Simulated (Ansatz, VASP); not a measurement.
## Two plane-wave programs on W

The input INCAR:

```
SYSTEM = W
ALGO = Fast
EDIFF = 1E-6
ENCUT = 520
GGA = PS
ISIF = 2
ISMEAR = 0
LASPH = .True.
LCHARG = .False.
LREAL = .False.
LWAVE = .False.
NBANDS = 13
NELM = 60
PREC = Accurate
SIGMA = 0.15
```

The input KPOINTS:

```
k-points
0
Gamma
  20 20 20
  0 0 0
```

File POSCAR:

```
W
1.0
   -1.5553708750      1.5973000000      1.5553708750
    1.6392291250     -1.5973000000      1.6392291250
    1.5553708750      1.5973000000     -1.5553708750
W
1
Direct
    0.0000000000      0.0000000000      0.0000000000
```

Input for Ansatz:

```yaml
crystal:
  lattice:
    - [-1.555370875, 1.5973, 1.555370875]
    - [1.639229125, -1.5973, 1.639229125]
    - [1.555370875, 1.5973, -1.555370875]
  atoms:
    - { symbol: W, position: [0.0, 0.0, 0.0] }
basis:
  ecutwfc: 420
kpoints:
  mp_grid: { grid: [20, 20, 20] }
hamiltonian:
  xc: pbesol
scf:
  occupations: { method: gaussian, width: 0.15 }
output:
  forces: true
  stress: true
  eigenvalues: true
```

Change from the starting cell: strain +0.0525 x Voigt [0, 0, 0, 0, 1, 0], atoms carried along.

Alike in both runs: task single point; functional PBEsol; k mesh 20 × 20 × 20; occupations gaussian, width 0.15 eV; no spin polarisation.

```csv
,VASP,Ansatz
version,VASP 6.6.1,Ansatz 0.2.0
potentials or method,"VASP PAW PBE potentials, release 64 (W_sv), cutoff 520 eV","scalar-relativistic, plane waves, PAW"
valence electrons in the cell,14,14
```

```tsv
	VASP	Ansatz	Ansatz less VASP
gap on the k mesh at the Fermi level (eV)	none	none	-
pressure (GPa)	-10.3	-10.8	-0.46
traceless stress, the component that is largest in VASP (GPa)	-7.23	-7.11	+0.120
```

VASP's potentials were made for PBE, not for PBEsol. A gap of «none» marks a metal or a gap that the smearing closes. The functional is the same, so the differences come from potentials, cutoffs and numerics.

Neither program's run includes spin-orbit coupling.
